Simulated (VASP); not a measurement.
# Hf (P6_3/mmc) in VASP: further runs

Runs on Hf. Level: PBE. Tasks: relaxation of cell and atoms.

Everything below comes from runs of VASP 6.6.1. Logs are shortened: lines on timing, memory, paths and dates and some standing lists are left out, and cuts for length are marked.

## 1. The cell of the first run

The structure is hexagonal, space group P6_3/mmc (No. 194). The conventional cell has a = 2.799 Å, b = 2.799 Å, c = 4.535 Å, α = 90.00°, β = 90.00°, γ = 120.00°. Within 3.7 Å of Hf (site symmetry -6m2) lie 12 Hf at 2.78 to 2.80 Å.

## 2. Relaxation of cell and atoms, PBE, target pressure 74 GPa, at which the enthalpy is minimised

The input, INCAR:

```
SYSTEM = Hf
PREC = Accurate ; ENCUT = 600
EDIFF = 1E-6 ; ISMEAR = -1
SIGMA = 0.05 ; LREAL = .FALSE.
LASPH = .TRUE. ; NELM = 100
ALGO = Normal ; ISIF = 3
LWAVE = .FALSE. ; LCHARG = .FALSE.
GGA = PE ; IBRION = 2
NSW = 60 ; EDIFFG = -0.005
PSTRESS = 740.0
```

The input, KPOINTS:

```
regular mesh
0
G
  16 16 9
  0 0 0
```

The input, POSCAR:

```
Hf
1.0
    2.7992543162      0.0000000000      0.0000000000
   -1.3996271581      2.4242253495      0.0000000000
    0.0000000000      0.0000000000      4.5347919923
Hf
2
Direct
    0.3333333333      0.6666666667      0.2500000000
    0.6666666667      0.3333333333      0.7500000000
```

Potentials or basis: VASP PAW PBE potentials, release 64 (Hf_pv).

The run is started by

```bash
$ cat potpaw_PBE.64/Hf_pv/POTCAR > POTCAR
$ mpirun -np 1 vasp_std > vasp.out
```

OUTCAR:

```text
SYSTEM = Hf
   PREC = Accurate
   ENCUT = 600
   EDIFF = 1E-6
   ISMEAR = -1
   LREAL = .FALSE.
   LASPH = .TRUE.
   NELM = 100
   ISIF = 3
   GGA = PE
   IBRION = 2
   NSW = 60
   EDIFFG = -0.005
   PSTRESS = 740.0

 ion  position               nearest neighbor table
   1  0.333  0.667  0.250-   2 2.78   2 2.78   2 2.78   2 2.78   2 2.78   2 2.78
   2  0.667  0.333  0.750-   1 2.78   1 2.78   1 2.78   1 2.78   1 2.78   1 2.78

  LATTYP: Found a hexagonal cell.
 ALAT       =     2.7992543162
 C/A-ratio  =     1.6200000000

  Lattice vectors:

 A1 = (   2.7992543162,   0.0000000000,   0.0000000000)
 A2 = (  -1.3996271581,   2.4242253495,   0.0000000000)
 A3 = (   0.0000000000,   0.0000000000,   4.5347919923)

Analysis of symmetry for initial positions (statically):
=====================================================================
 Subroutine PRICEL returns:
 Original cell was already a primitive cell.

 Routine SETGRP: Setting up the symmetry group for a
 hexagonal supercell.

 Subroutine GETGRP returns: Found 24 space group operations
 (whereof 12 operations were pure point group operations)
 out of a pool of 24 trial point group operations.

The static configuration has the point symmetry D_3d.
 The point group associated with its full space group is D_6h.

Analysis of symmetry for dynamics (positions and initial velocities):
=====================================================================
 Subroutine PRICEL returns:
 Original cell was already a primitive cell.

 Routine SETGRP: Setting up the symmetry group for a
 hexagonal supercell.

 Subroutine GETGRP returns: Found 24 space group operations
 (whereof 12 operations were pure point group operations)
 out of a pool of 24 trial point group operations.

The dynamic configuration has the point symmetry D_3d.
 The point group associated with its full space group is D_6h.

 Subroutine INISYM returns: Found 24 space group operations
 (whereof 12 operations are pure point group operations),
 and found     1 'primitive' translations

----------------------------------------------------------------------------------------

                                     Primitive cell

  volume of cell :      30.7732

  direct lattice vectors                    reciprocal lattice vectors
     2.799254316  0.000000000  0.000000000     0.357237995  0.206251453  0.000000000
    -1.399627158  2.424225349  0.000000000     0.000000000  0.412502905  0.000000000
     0.000000000  0.000000000  4.534791992     0.000000000  0.000000000  0.220517281

  length of vectors
     2.799254316  2.799254316  4.534791992     0.412502905  0.412502905  0.220517281

  position of ions in fractional coordinates (direct lattice)
     0.333333333  0.666666667  0.250000000
     0.666666667  0.333333333  0.750000000

  ion indices of the primitive-cell ions
   primitive index   ion index
                 1           1
                 2           2

----------------------------------------------------------------------------------------

 KPOINTS: regular mesh

Automatic generation of k-mesh.
 Grid dimensions read from file:
 generate k-points for:   16   16    9

 Generating k-lattice:

  Cartesian coordinates                     Fractional coordinates (reciprocal lattice)
     0.022327375  0.012890716  0.000000000     0.062500000  0.000000000  0.000000000
     0.000000000  0.025781432  0.000000000     0.000000000  0.062500000  0.000000000
     0.000000000  0.000000000  0.024501920     0.000000000  0.000000000  0.111111111

  Length of vectors
     0.025781432  0.025781432  0.024501920

  Shift w.r.t. Gamma in fractional coordinates (k-lattice)
     0.000000000  0.000000000  0.000000000

 Subroutine IBZKPT returns following result:
 ===========================================

 Found    150 irreducible k-points:

 Following reciprocal coordinates:
            Coordinates               Weight
  0.000000  0.000000  0.000000      1.000000
  0.062500 -0.000000  0.000000      6.000000
  0.125000 -0.000000  0.000000      6.000000
  0.187500 -0.000000  0.000000      6.000000
  0.250000 -0.000000  0.000000      6.000000
  0.312500  0.000000  0.000000      6.000000
[... 16 lines left out ...]
  0.187500  0.187500  0.000000      6.000000
  0.250000  0.187500  0.000000     12.000000
 [... further k-points ...]
   k-points           NKPTS =    150   k-points in BZ     NKDIM =    150   number of bands    NBANDS=     14
   number of dos      NEDOS =    301   number of ions     NIONS =      2
   total plane-waves  NPLWV =  20736
   dimension x,y,z NGX =    24 NGY =   24 NGZ =   36
   dimension x,y,z NGXF=    48 NGYF=   48 NGZF=   72
   ions per type =               2
   NGX,Y,Z   is equivalent  to a cutoff of  14.25, 14.25, 13.20 a.u.
   NGXF,Y,Z  is equivalent  to a cutoff of  28.51, 28.51, 26.40 a.u.
 SYSTEM =  Hf
   PREC   = accura    normal or accurate (medium, high low for compatibility)
   ISTART =      0    job   : 0-new  1-cont  2-samecut
   ICHARG =      2    charge: 1-file 2-atom 10-const
   ISPIN  =      1    spin polarized calculation?
   LNONCOLLINEAR =      F non collinear calculations
   LSORBIT =      F    spin-orbit coupling
   LASPH  =      T    aspherical Exc in radial PAW
   ENCUT  =  600.0 eV  44.10 Ry    6.64 a.u.   5.59  5.59  9.06*2*pi/ulx,y,z
   NELM   =    100;   NELMIN=  2; NELMDL= -5     # of ELM steps
   EDIFF  = 0.1E-05   stopping-criterion for ELM
   LREAL  =      F    real-space projection
   EDIFFG = -.5E-02   stopping-criterion for IOM
   NSW    =     60    number of steps for IOM
   IBRION =      2    ionic relax: 0-MD 1-quasi-New 2-CG
   NFREE  =      1    steps in history (QN), initial steepest desc. (CG)
   ISIF   =      3    stress and relaxation
   ISYM   =      2    0-nonsym 1-usesym 2-fastsym
   POTIM  = 0.5000    time-step for ionic-motion
   TEBEG  =    0.0;   TEEND  =   0.0 temperature during run
   PSTRESS=  740.0 pullay stress
   NELECT =      20.0000    total number of electrons
   NUPDOWN=      -1.0000    fix difference up-down
   EMIN   =  10.00;   EMAX   =-10.00  energy-range for DOS
   EFERMI =   0.00;   METHOD = LEGACY
   ISMEAR =    -1;   SIGMA  =   0.05  broadening in eV -4-tet -1-fermi 0-gaus
   EFERMI_NEDOS =   21; number of points for ismear=-14 and -15
   IALGO  =     38    algorithm
   IMIX   =      4    mixing-type and parameters
     AMIX     =   0.40;   BMIX     =  1.00
     AMIX_MAG =   1.60;   BMIX_MAG =  1.00
  volume/ion in A,a.u.               =      15.39       103.83
  Fermi-wavevector in a.u.,A,eV,Ry     =   1.418058  2.679741 27.359790  2.010888
  Thomas-Fermi vector in A             =   2.539223
   LORBIT       =      0    0 simple, 1 ext, 2 COOP (PROOUT), +10 PAW based schemes
   GGA     = PE    functional components
   LHFCALC =     F    Hartree Fock is set to
   AEXX    =    0.0000 exact exchange contribution
   IVDW    =     0    specifies the selected vdW correction
   LEPSILON=     F    determine dielectric tensor
   LRPA    =     F    only Hartree local field effects (RPA)
 conjugate gradient relaxation of ions
 non-spin polarized calculation
  energy-cutoff  :      600.00
  volume of cell :       30.77
 maximum number of plane-waves:      1049
 NGX is ok and might be reduce to    24
   NGX = 11   NGY = 11   NGZ = 19

--------------------------------------- Ionic step        1  -------------------------------------------

 number of electron      20.0000000 magnetization

 Free energy of the ion-electron system (eV)
  ---------------------------------------------------
  ext. energy  EPLUGINS =         0.00000000
  ---------------------------------------------------
  free energy    TOTEN  =       -17.29759871 eV

  energy without entropy =      -17.28393319  energy(sigma->0) =      -17.29076595

------------------------ aborting loop because EDIFF is reached ----------------------------------------

  FORCE on cell =-STRESS in cart. coord.  units (eV):
  Direction    XX          YY          ZZ          XY          YZ          ZX
  --------------------------------------------------------------------------------------
  -------------------------------------------------------------------------------------
  Total       14.3921842     14.3921842     15.0310748      0.0000000     -0.0000000      0.0000000
  in kB      749.3152586    749.3152586    782.5784824      0.0000000     -0.0000000      0.0000000
  external PRESSURE =      20.4029998 kB  Pullay stress =     740.0000000 kB
[... 97 lines left out ...]
  energy  without entropy=      -17.4032708258  energy(sigma->0) =      -17.41014338

  enthalpy is  TOTEN    =        -3.0868202972 eV   P V=       14.3301956342

[... ionic steps 4 to 7 ...]

--------------------------------------- Ionic step        8  -------------------------------------------

 number of electron      20.0000003 magnetization

------------------------ aborting loop because EDIFF is reached ----------------------------------------
[... 71 lines left out ...]
--------------------------------------- Ionic step       10  -------------------------------------------

 number of electron      20.0000003 magnetization

 Free energy of the ion-electron system (eV)
  ---------------------------------------------------
  ext. energy  EPLUGINS =         0.00000000
  ---------------------------------------------------
  free energy    TOTEN  =       -17.36994190 eV

  energy without entropy =      -17.35640377  energy(sigma->0) =      -17.36317283

 E-fermi :   7.8348     XC(G=0): -13.0917

 val. band max:        7.8257922876   @ k =   0.2500   0.2500   0.0000
 cond. band min:       7.8388207453   @ k =   0.3750   0.0625   0.0000
 fundamental gap:      0.0130284577
 Fermi energy:         7.8347532039

 k-point     1 :       0.0000    0.0000    0.0000
  band No.  band energies     occupation
      1     -23.5793      2.00000
      2     -21.2989      2.00000
      3     -21.2989      2.00000
      4     -21.0454      2.00000
      5     -20.9905      2.00000
      6     -20.9905      2.00000
      7      -0.5695      2.00000
      8       2.7785      2.00000
      9       8.8367      0.00000
     10       9.0419      0.00000
     11       9.0419      0.00000
     12      10.1913      0.00000
     13      10.2114      0.00000
     14      10.2114      0.00000
[... 377 lines left out ...]
      1     -22.8548      2.00000
      2     -22.6724      2.00000
      3     -22.6608      2.00000
      4     -21.9592      2.00000
      5     -21.5908      2.00000
      6     -21.4842      2.00000
      7       4.3000      2.00000
      8       4.7938      2.00000
      9       5.3351      2.00000
     10       6.3710      2.00000
     11       7.9847      0.09496
     12       9.1322      0.00000
     13       9.6950      0.00000
     14      12.5433      0.00000

 [... further k-points ...]
[... 5 lines left out ...]
  --------------------------------------------------------------------------------------
  -------------------------------------------------------------------------------------
  Total       14.2729191     14.2729191     14.2912099      0.0000000     -0.0000000      0.0000000
  in kB      739.5553146    739.5553146    740.5030552      0.0000000     -0.0000000      0.0000000
  external PRESSURE =      -0.1287719 kB  Pullay stress =     740.0000000 kB
[... 21 lines left out ...]
  energy  without entropy=      -17.3564037688  energy(sigma->0) =      -17.36317283

  enthalpy is  TOTEN    =        -3.0884406402 eV   P V=       14.2815012591

 reached required accuracy - stopping structural energy minimisation
```

Run time: 6.6 min. Hardware: 1 thread of Intel Xeon 8259CL, shared host; peak memory 0.22 GiB.

Results:

```
Free energy                                                : -17.3699 eV
Relaxed volume                                             : 15.46 Å³/atom
Relaxed cell                                               : a = 2.790 Å, b = 2.790 Å, c = 4.587 Å, α = 90.00°, β = 90.00°, γ = 120.00°
Space group after relaxing (to 0.1 Å)                      : P6_3/mmc (No. 194)
Energy change on relaxing (the run minimises the enthalpy) : -36.2 meV/atom
Ionic steps                                                : 10
Pressure after relaxing                                    : 74.0 GPa
Band gap on the k mesh                                     : zero (bands 10 and 11 overlap by 1.93 eV)
```

Step by step:
| step | energy change (eV) | largest force (eV/Å) | pressure (GPa) | volume (Å³) |
| --- | --- | --- | --- | --- |
| 1 | 0.0000 | 0.0000 | 76.04 | 30.77 |
| 2 | -0.3930 | 0.0000 | 66.76 | 31.65 |
| 3 | -0.1194 | 0.0000 | 73.26 | 31.03 |
| 4 | -0.0714 | 0.0000 | 73.96 | 30.92 |
| 5 | -0.0718 | 0.0000 | 73.97 | 30.92 |
| 6 | -0.0728 | 0.0000 | 73.96 | 30.92 |
| 7 | -0.0738 | 0.0000 | 73.95 | 30.92 |
| 8 | -0.0658 | 0.0000 | 74.09 | 30.91 |
| 9 | -0.0716 | 0.0000 | 74.00 | 30.92 |
| 10 | -0.0723 | 0.0000 | 73.99 | 30.92 |

Final structure:
```
CELL_PARAMETERS angstrom
2.78996 0.00000 0.00000
-1.39498 2.41618 0.00000
0.00000 0.00000 4.58696
ATOMIC_POSITIONS crystal
Hf 0.33333 0.66667 0.25000
Hf 0.66667 0.33333 0.75000
```

Levels at points of the mesh, in eV from the Fermi level:
```csv
k point,band 6,band 7,band 8,band 9,band 10,band 11,band 12,band 13,band 14
"(0.00, 0.00, 0.00)",-28.83,-8.40,-5.06,1.00,1.21,1.21,2.36,2.38,2.38
"(0.50, 0.00, 0.00)",-29.15,-4.51,-4.04,-3.78,0.61,0.87,1.14,2.27,9.11
```

Caveat: the cell is relaxed towards a set pressure, so the run minimises the enthalpy, not the energy; spin-orbit coupling is left out, which moves the levels of the heavy elements.

## 3. Relaxation of cell and atoms, PBE, target pressure 74 GPa, at which the enthalpy is minimised

This run uses another cell than the first one, of 15.50 Å³/atom.

The input, INCAR:

```
SYSTEM = Hf
ALGO     = Normal         ! electronic algorithm
EDIFF    = 1E-7           ! SCF threshold, eV
EDIFFG   = -0.005         ! ionic threshold
ENCUT    = 600            ! plane-wave cutoff, eV
GGA      = PE             ! functional
IBRION   = 2              ! ionic algorithm
ISIF     = 3              ! what is computed and relaxed
ISMEAR   = -1             ! smearing method
LASPH    = .TRUE.         ! aspherical terms in the spheres
LCHARG   = .FALSE.        ! write CHGCAR
LREAL    = .FALSE.        ! projectors in reciprocal space
LWAVE    = .FALSE.        ! write WAVECAR
NELM     = 60             ! most SCF steps
NSW      = 32             ! ionic steps
PREC     = Accurate       ! precision mode
PSTRESS  = 740.0        
SIGMA    = 0.05           ! smearing width, eV
```

The input, KPOINTS:

```
k-points
0
G
  16 16 9
  0 0 0
```

The input, POSCAR:

```
Hf
1.0
    2.7913312504      0.0000000000      0.0000000000
   -1.3956656252      2.4173637732      0.0000000000
    0.0000000000      0.0000000000      4.5938400656
Hf
2
Direct
    0.3333333333      0.6666666667      0.2500000000
    0.6666666667      0.3333333333      0.7500000000
```

Potentials or basis: VASP PAW PBE potentials, release 64 (Hf_pv).

The run is started by

```bash
$ cat potpaw_PBE.64/Hf_pv/POTCAR > POTCAR
$ mpirun -np 1 vasp_std > vasp.out
```

Run time: 3.8 min. Hardware: 1 thread of Intel Xeon 8259CL, shared host; peak memory 0.22 GiB.

The run converged. Its results:

- Free energy: -17.3665 eV
- Relaxed volume: 15.46 Å³/atom
- Relaxed cell: a = 2.789 Å, b = 2.789 Å, c = 4.589 Å, α = 90.00°, β = 90.00°, γ = 120.00°
- Space group after relaxing (to 0.1 Å): P6_3/mmc (No. 194)
- Energy change on relaxing (the run minimises the enthalpy): +19.3 meV/atom
- Ionic steps: 3
- Pressure after relaxing: 74.0 GPa
- Band gap on the k mesh: zero (bands 10 and 11 overlap by 1.93 eV)

Step by step:
```tsv
step	energy change (eV)	largest force (eV/Å)	pressure (GPa)	volume (Å³)
1	0.0000	0.0000	73.14	31.00
2	0.1738	0.0000	77.02	30.63
3	0.0387	0.0000	74.01	30.91
```

Final structure:
```
CELL_PARAMETERS angstrom
2.78905 0.00000 0.00000
-1.39452 2.41539 0.00000
0.00000 0.00000 4.58886
ATOMIC_POSITIONS crystal
Hf 0.33333 0.66667 0.25000
Hf 0.66667 0.33333 0.75000
```

Levels at points of the mesh, in eV from the Fermi level:
```tsv
k point	band 6	band 7	band 8	band 9	band 10	band 11	band 12	band 13	band 14
(0.00, 0.00, 0.00)	-28.82	-8.40	-5.06	0.99	1.21	1.21	2.35	2.38	2.38
(0.50, 0.00, 0.00)	-29.15	-4.51	-4.04	-3.78	0.61	0.88	1.14	2.27	9.12
```

Caveat: the cell is relaxed towards a set pressure, so the run minimises the enthalpy, not the energy; spin-orbit coupling is left out, which moves the levels of the heavy elements.
